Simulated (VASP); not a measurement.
# C (Fd-3m) in VASP: further runs

Aim: see how the results for C move with the level of theory and the settings. Levels: r2SCAN+rVV10, LDA, PBEsol. Tasks: single point.

Everything below comes from runs of VASP 6.6.1. Logs are shortened: lines on timing, memory, paths and dates and some standing lists are left out, and cuts for length are marked.

## Step 1: The cell of the first run

It takes space group Fd-3m (No. 227, cubic). Conventional cell: a = 3.567 Å, b = 3.567 Å, c = 3.567 Å, α = 90.00°, β = 90.00°, γ = 90.00°. Within 2.1 Å of C (site symmetry -43m) lie 4 C at 1.54 Å.

## Step 2: Single point, r2SCAN+rVV10

Input file POSCAR:

```
C
1.0
    0.0000000000      1.7833700000      1.7833700000
    1.7833700000      0.0000000000      1.7833700000
    1.7833700000      1.7833700000      0.0000000000
C
2
Direct
    0.7500000000      0.7500000000      0.7500000000
    0.5000000000      0.5000000000      0.5000000000
```

Input file INCAR.step1:

```
SYSTEM = C
PREC = Accurate
ENCUT = 1430
ISMEAR = -1
SIGMA = 0.05
LREAL = .False.
LASPH = .True.
NELM = 120
NBANDS = 11
GGA = PE
ALGO = Normal
EDIFF = 1E-5
LWAVE = .True.
LCHARG = .False.
GGA_COMPAT = .False.
```

Input file INCAR.step2:

```
SYSTEM = C
PREC = Accurate
ENCUT = 1430
EDIFF = 1E-6
ISMEAR = -1
SIGMA = 0.05
LREAL = .False.
LASPH = .True.
NELM = 120
ALGO = Normal
ISIF = 2
LWAVE = .False.
LCHARG = .False.
METAGGA = R2SCAN
LMIXTAU = .True.
LUSE_VDW = .True.
IVDW_NL = 2
BPARAM = 11.95
CPARAM = 0.0093
NBANDS = 11
ISTART = 1
GGA_COMPAT = .False.
```

Input file KPOINTS:

```
Automatic mesh
0
Gamma
  13 13 13
  0 0 0
```

Potentials or basis: VASP PAW PBE potentials, release 64 (C_h).

Command:

```
cat potpaw_PBE.64/C_h/POTCAR > POTCAR
cp INCAR.step1 INCAR
mpirun -np 1 vasp_std > vasp.out
cp INCAR.step2 INCAR
mpirun -np 1 vasp_std > vasp.out
```

OUTCAR:

```text
SYSTEM = C
   PREC = Accurate
   ENCUT = 1430
   EDIFF = 1E-6
   ISMEAR = -1
   LREAL = .False.
   LASPH = .True.
   NELM = 120
   ISIF = 2
   METAGGA = R2SCAN
   IVDW_NL = 2
   BPARAM = 11.95
   ISTART = 1

 ion  position               nearest neighbor table
   1  0.750  0.750  0.750-
   2  0.500  0.500  0.500-

  LATTYP: Found a face centered cubic cell.
 ALAT       =     3.5667400000

  Lattice vectors:

 A1 = (   0.0000000000,   1.7833700000,   1.7833700000)
 A2 = (   1.7833700000,   0.0000000000,   1.7833700000)
 A3 = (   1.7833700000,   1.7833700000,   0.0000000000)

Analysis of symmetry for initial positions (statically):
=====================================================================
 Subroutine PRICEL returns:
 Original cell was already a primitive cell.

 Routine SETGRP: Setting up the symmetry group for a
 face centered cubic supercell.

 Subroutine GETGRP returns: Found 48 space group operations
 (whereof 24 operations were pure point group operations)
 out of a pool of 48 trial point group operations.

The static configuration has the point symmetry T_d .
 The point group associated with its full space group is O_h .

Analysis of symmetry for dynamics (positions and initial velocities):
=====================================================================
 Subroutine PRICEL returns:
 Original cell was already a primitive cell.

 Routine SETGRP: Setting up the symmetry group for a
 face centered cubic supercell.

 Subroutine GETGRP returns: Found 48 space group operations
 (whereof 24 operations were pure point group operations)
 out of a pool of 48 trial point group operations.

The dynamic configuration has the point symmetry T_d .
 The point group associated with its full space group is O_h .

 Subroutine INISYM returns: Found 48 space group operations
 (whereof 24 operations are pure point group operations),
 and found     1 'primitive' translations

----------------------------------------------------------------------------------------

                                     Primitive cell

  volume of cell :      11.3437

  direct lattice vectors                    reciprocal lattice vectors
     0.000000000  1.783370000  1.783370000    -0.280368067  0.280368067  0.280368067
     1.783370000  0.000000000  1.783370000     0.280368067 -0.280368067  0.280368067
     1.783370000  1.783370000  0.000000000     0.280368067  0.280368067 -0.280368067

  length of vectors
     2.522066041  2.522066041  2.522066041     0.485611737  0.485611737  0.485611737

  position of ions in fractional coordinates (direct lattice)
     0.750000000  0.750000000  0.750000000
     0.500000000  0.500000000  0.500000000

  ion indices of the primitive-cell ions
   primitive index   ion index
                 1           1
                 2           2

----------------------------------------------------------------------------------------

 KPOINTS: Automatic mesh

Automatic generation of k-mesh.
 Grid dimensions read from file:
 generate k-points for:   13   13   13

 Generating k-lattice:

  Cartesian coordinates                     Fractional coordinates (reciprocal lattice)
    -0.021566774  0.021566774  0.021566774     0.076923077  0.000000000  0.000000000
     0.021566774 -0.021566774  0.021566774     0.000000000  0.076923077  0.000000000
     0.021566774  0.021566774 -0.021566774     0.000000000  0.000000000  0.076923077

  Length of vectors
     0.037354749  0.037354749  0.037354749

  Shift w.r.t. Gamma in fractional coordinates (k-lattice)
     0.000000000  0.000000000  0.000000000

 Subroutine IBZKPT returns following result:
 ===========================================

 Found     84 irreducible k-points:

 Following reciprocal coordinates:
            Coordinates               Weight
  0.000000  0.000000  0.000000      1.000000
  0.076923  0.000000  0.000000      8.000000
  0.153846  0.000000  0.000000      8.000000
  0.230769  0.000000  0.000000      8.000000
  0.307692  0.000000  0.000000      8.000000
  0.384615  0.000000  0.000000      8.000000
[... 16 lines left out ...]
  0.384615  0.153846  0.000000     24.000000
  0.461538  0.153846  0.000000     24.000000
 [... further k-points ...]
   k-points           NKPTS =     84   k-points in BZ     NKDIM =     84   number of bands    NBANDS=     11
   number of dos      NEDOS =    301   number of ions     NIONS =      2
   total plane-waves  NPLWV =  32768
   dimension x,y,z NGX =    32 NGY =   32 NGZ =   32
   dimension x,y,z NGXF=    64 NGYF=   64 NGZF=   64
   ions per type =               2
   NGX,Y,Z   is equivalent  to a cutoff of  21.09, 21.09, 21.09 a.u.
   NGXF,Y,Z  is equivalent  to a cutoff of  42.19, 42.19, 42.19 a.u.
 SYSTEM =  C
   PREC   = accura    normal or accurate (medium, high low for compatibility)
   ISTART =      1    job   : 0-new  1-cont  2-samecut
   ICHARG =      0    charge: 1-file 2-atom 10-const
   ISPIN  =      1    spin polarized calculation?
   LNONCOLLINEAR =      F non collinear calculations
   LSORBIT =      F    spin-orbit coupling
   LASPH  =      T    aspherical Exc in radial PAW
   ENCUT  = 1430.0 eV 105.10 Ry   10.25 a.u.   7.78  7.78  7.78*2*pi/ulx,y,z
   NELM   =    120;   NELMIN=  2; NELMDL=  0     # of ELM steps
   EDIFF  = 0.1E-05   stopping-criterion for ELM
   LREAL  =      F    real-space projection
   EDIFFG = 0.1E-04   stopping-criterion for IOM
   NSW    =      0    number of steps for IOM
   IBRION =     -1    ionic relax: 0-MD 1-quasi-New 2-CG
   NFREE  =      0    steps in history (QN), initial steepest desc. (CG)
   ISIF   =      2    stress and relaxation
   ISYM   =      2    0-nonsym 1-usesym 2-fastsym
   POTIM  = 0.5000    time-step for ionic-motion
   TEBEG  =    0.0;   TEEND  =   0.0 temperature during run
   PSTRESS=    0.0 pullay stress
   NELECT =       8.0000    total number of electrons
   NUPDOWN=      -1.0000    fix difference up-down
   EMIN   =  10.00;   EMAX   =-10.00  energy-range for DOS
   EFERMI =   0.00;   METHOD = LEGACY
   ISMEAR =    -1;   SIGMA  =   0.05  broadening in eV -4-tet -1-fermi 0-gaus
   EFERMI_NEDOS =   21; number of points for ismear=-14 and -15
   IALGO  =     38    algorithm
   IMIX   =      4    mixing-type and parameters
     AMIX     =   0.40;   BMIX     =  1.00
     AMIX_MAG =   1.60;   BMIX_MAG =  1.00
  volume/ion in A,a.u.               =       5.67        38.28
  Fermi-wavevector in a.u.,A,eV,Ry     =   1.457203  2.753714 28.891161  2.123440
  Thomas-Fermi vector in A             =   2.574032
   LORBIT       =      0    0 simple, 1 ext, 2 COOP (PROOUT), +10 PAW based schemes
   METAGGA = R2SCAN    functional components
   LHFCALC =     F    Hartree Fock is set to
   AEXX    =    0.0000 exact exchange contribution
   IVDW_NL    =     2    kernel type
   BPARAM     =11.9500
   IVDW    =     0    specifies the selected vdW correction
   LEPSILON=     F    determine dielectric tensor
   LRPA    =     F    only Hartree local field effects (RPA)
 non-spin polarized calculation
  energy-cutoff  :     1430.00
  volume of cell :       11.34
 maximum number of plane-waves:      1411
   NGX = 15   NGY = 15   NGZ = 15

 number of electron       8.0000000 magnetization

 Free energy of the ion-electron system (eV)
  ---------------------------------------------------
  ext. energy  EPLUGINS =         0.00000000
  ---------------------------------------------------
  free energy    TOTEN  =       -19.62629174 eV

  energy without entropy =      -19.62629174  energy(sigma->0) =      -19.62629174

 E-fermi :  11.8251     XC(G=0): -14.3036

 val. band max:       10.9131186606   @ k =   0.0000   0.0000   0.0000
 cond. band min:      15.2479429617   @ k =   0.3846   0.3846   0.0000
 fundamental gap:      4.3348243011
 Fermi energy:        11.8250818136

 k-point     1 :       0.0000    0.0000    0.0000
  band No.  band energies     occupation
      1     -11.7733      2.00000
      2      10.9131      2.00000
      3      10.9131      2.00000
      4      10.9131      2.00000
      5      16.7850      0.00000
      6      16.7850      0.00000
      7      16.7850      0.00000
      8      24.7558      0.00000
      9      31.2278      0.00000
     10      38.2514      0.00000
     11      38.2514      0.00000

 k-point     2 :       0.0769    0.0000    0.0000
  band No.  band energies     occupation
      1     -11.6021      2.00000
      2       9.7728      2.00000
      3      10.6167      2.00000
      4      10.6167      2.00000
      5      17.1745      0.00000
      6      17.1745      0.00000
      7      17.4546      0.00000
      8      24.9289      0.00000
      9      31.5275      0.00000
     10      36.3726      0.00000
     11      36.3726      0.00000

 k-point     3 :       0.1538    0.0000    0.0000
  band No.  band energies     occupation
      1     -11.0903      2.00000
      2       7.3607      2.00000
      3       9.9493      2.00000
      4       9.9493      2.00000
      5      18.0555      0.00000
      6      18.0555      0.00000
      7      18.5199      0.00000
      8      25.4325      0.00000
      9      32.1942      0.00000
     10      34.7441      0.00000
     11      34.7441      0.00000

 k-point     4 :       0.2308    0.0000    0.0000
  band No.  band energies     occupation
      1     -10.2445      2.00000
      2       4.6108      2.00000
      3       9.2277      2.00000
      4       9.2277      2.00000
      5      18.9427      0.00000
      6      18.9427      0.00000
      7      19.2767      0.00000
      8      26.1620      0.00000
      9      32.6824      0.00000
     10      34.1320      0.00000
     11      34.1320      0.00000
[... 239 lines left out ...]
 k-point    22 :       0.3077    0.1538    0.0000
  band No.  band energies     occupation
      1      -9.2936      2.00000
      2       3.9174      2.00000
      3       7.1392      2.00000
      4       7.7418      2.00000
      5      17.1736      0.00000
      6      21.8055      0.00000
      7      21.9638      0.00000
      8      23.6121      0.00000
      9      32.4869      0.00000
     10      33.7063      0.00000
     11      38.5315      0.00000

 k-point    23 :       0.3846    0.1538    0.0000
  band No.  band energies     occupation
      1      -8.0403      2.00000
      2       1.3775      2.00000
      3       6.8268      2.00000
      4       6.9333      2.00000
      5      17.8947      0.00000
      6      22.1630      0.00000
      7      22.2345      0.00000
      8      24.2496      0.00000
      9      33.3256      0.00000
     10      33.9932      0.00000
     11      39.0224      0.00000

 k-point    24 :       0.4615    0.1538    0.0000
  band No.  band energies     occupation
      1      -6.5556      2.00000
      2      -0.9614      2.00000
      3       6.2011      2.00000
      4       6.7849      2.00000
      5      18.3466      0.00000
      6      22.0864      0.00000
      7      22.3126      0.00000
      8      25.6316      0.00000
      9      32.6743      0.00000
     10      35.4800      0.00000
     11      39.2252      0.00000

 [... further k-points ...]
[... 5 lines left out ...]
  --------------------------------------------------------------------------------------
  -------------------------------------------------------------------------------------
  Total       -0.2877340     -0.2877340     -0.2877340      0.0000000      0.0000000      0.0000000
  in kB      -40.6394117    -40.6394117    -40.6394117      0.0000000      0.0000000      0.0000000
  external PRESSURE =     -40.6394117 kB  Pullay stress =       0.0000000 kB

 VOLUME and BASIS-vectors are now :
 -----------------------------------------------------------------------------
  energy-cutoff  :     1430.00
  volume of cell :       11.34
      direct lattice vectors                 reciprocal lattice vectors
     0.000000000  1.783370000  1.783370000    -0.280368067  0.280368067  0.280368067
     1.783370000  0.000000000  1.783370000     0.280368067 -0.280368067  0.280368067
     1.783370000  1.783370000  0.000000000     0.280368067  0.280368067 -0.280368067

 POSITION                                       TOTAL-FORCE (eV/Angst)
 -----------------------------------------------------------------------------------
      2.67505      2.67505      2.67505        -0.000000     -0.000000     -0.000000
      1.78337      1.78337      1.78337         0.000000      0.000000      0.000000
 -----------------------------------------------------------------------------------
    total drift:                               -0.000000     -0.000000      0.000000

  FREE ENERGIE OF THE ION-ELECTRON SYSTEM (eV)
  ---------------------------------------------------
  free  energy   TOTEN  =       -19.6262917376 eV

  energy  without entropy=      -19.6262917376  energy(sigma->0) =      -19.62629174
```

It took 53 s on 1 thread of Intel Xeon 6975P-C (Granite Rapids), shared host; peak memory 0.33 GiB.

What came out:

| Item | Value |
| --- | --- |
| Free energy | -19.6263 eV |
| Pressure | -4.1 GPa |
| Band gap on the k mesh | 4.33 eV (least direct gap 5.87 eV) |

Levels at points of the mesh, in eV from the valence-band top:
| k point | band 1 | band 2 | band 3 | band 4 | band 5 | band 6 | band 7 | band 8 | band 9 |
| --- | --- | --- | --- | --- | --- | --- | --- | --- | --- |
| (0.00, 0.00, 0.00) | -22.69 | 0.00 | 0.00 | 0.00 | 5.87 | 5.87 | 5.87 | 13.84 | 20.31 |

Caveat: the cell stands under tension; the PAW data sets were made with another functional, which shifts forces and pressure a little; an odd mesh through Γ misses points on the zone boundary, where band edges can lie.

(Part 1 of 2 ends here.)
